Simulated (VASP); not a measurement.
Input of a VASP 6.6.1 run:

The input INCAR:

```
  PREC = Accurate
  ENCUT = 400
  EDIFF = 1E-8
  ISMEAR = -1
  SIGMA = 0.01
  LREAL = False
  LASPH = True
  NELM = 120
  ALGO = Normal
  ISIF = 2
  LWAVE = False
  LCHARG = False
  GGA = CA
  LEFG = True
  NBANDS = 15
  GGA_COMPAT = False
```

Contents of KPOINTS:

```
regular mesh
0
Gamma
  7 7 7
```

POSCAR

```
CsI
1.0
    4.5667000000      0.0000000000      0.0000000000
    0.0000000000      4.5667000000      0.0000000000
    0.0000000000      0.0000000000      4.4753660000
Cs I
1 1
Direct
    0.0000000000      0.0000000000      0.0000000000
    0.5000000000      0.5000000000      0.5000000000
```

Potentials or basis: VASP PAW LDA potentials, release 64 (Cs_sv, I).

The run is started by

```sh
$ cat potpaw_LDA.64/Cs_sv/POTCAR potpaw_LDA.64/I/POTCAR > POTCAR
$ mpirun -np 1 vasp_std > vasp.out
```

Task: What does it give for the band gap on the k mesh?

Result: 3.56 eV, indirect (least direct gap 3.62 eV).

Task: Predict the pressure.

Result: -1.2 GPa.

Stress tensor (GPa, compression positive):
```
-1.29  0.00  0.00
 0.00 -1.29  0.00
 0.00  0.00 -0.92
```

Caveat: the cell differs from its parent crystal (zz strain of -2 %); without QUAD_EFG the Cq values of the log hold for a quadrupole moment of 1 mb, not for the nuclei; spin-orbit coupling is left out, which moves the levels of the heavy elements. A k mesh can miss the band edges.
